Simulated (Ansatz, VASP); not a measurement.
## One calculation of H2Se, two programs

```
H Se
1.0
     5.93907    0.00000    0.00000
     0.00000    5.93907    0.00000
     0.00000    0.00000    2.91771
H Se
4 2
Direct
  0.38216 0.38216 0.00000
  0.11784 0.88216 0.50000
  0.61784 0.61784 0.00000
  0.88216 0.11784 0.50000
  0.00000 0.00000 0.00000
  0.50000 0.50000 0.50000
```

Alike in both runs: functional PBE; k mesh 4 × 4 × 6; occupations gaussian, width 0.1 eV; no spin polarisation.

Ansatz relaxed the structure, and its values are those at the end. VASP's run is a single point on that final structure, the one shown.

|  | VASP | Ansatz |
| --- | --- | --- |
| version | VASP 6.6.1 | Ansatz 0.2.0 |
| potentials or method | VASP PAW PBE potentials, release 64 (H, Se), cutoff 520 eV | scalar-relativistic, plane waves, PAW |
| valence electrons in the cell | 16 | 36 |

VASP gave:

- gap on the k mesh at the Fermi level (eV): none
- pressure (GPa): 0.1
- rms of the force components (eV/Å): 0.022

**Question.** What did Ansatz give for the same quantities?

**Answer.** gap on the k mesh at the Fermi level (eV): none; pressure (GPa): 0.1; rms of the force components (eV/Å): 0.018.

A gap of «none» marks a metal or a gap that the smearing closes. VASP's potentials hold 16 valence electrons a cell and Ansatz's 36, so a difference there can come from the potentials and not from the codes.
